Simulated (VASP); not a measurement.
Input of a VASP 6.6.1 run:

File INCAR:

```
PREC = Accurate
ENCUT = 520
EDIFF = 1E-7
ISMEAR = 0
SIGMA = 0.05
LREAL = False
LASPH = True
NELM = 150
ALGO = Normal
ISIF = 2
LWAVE = False
LCHARG = False
ISPIN = 2
MAGMOM = 0.5 0.5
LORBIT = 11
LMAXMIX = 4
GGA = PS
NBANDS = 22
```

File KPOINTS:

```
Automatic mesh
0
Gamma
  1 1 14
```

POSCAR

```
Cu
1.0
    9.0000000000      0.0000000000      0.0000000000
    0.0000000000      9.3000000000      0.0000000000
    0.0000000000      0.0000000000      4.5354322170
Cu
2
Direct
    0.5000000000      0.5000000000      0.0000000000
    0.5000000000      0.5000000000      0.4650000000
```

Potentials or basis: VASP PAW PBE potentials, release 64 (Cu).

Command:

```console
$ cat potpaw_PBE.64/Cu/POTCAR > POTCAR
$ mpirun -np 1 vasp_std > vasp.out
```

Estimate the site moments.

Cu -0.07 μB.

What does it give for the net moment?

-0.13 μB per cell.

Forces on the atoms (eV/Å):
```
Cu   0.000  0.000 -1.841
Cu   0.000  0.000  1.841
```

Caveat: the PAW data sets were made with another functional, which shifts forces and pressure a little.
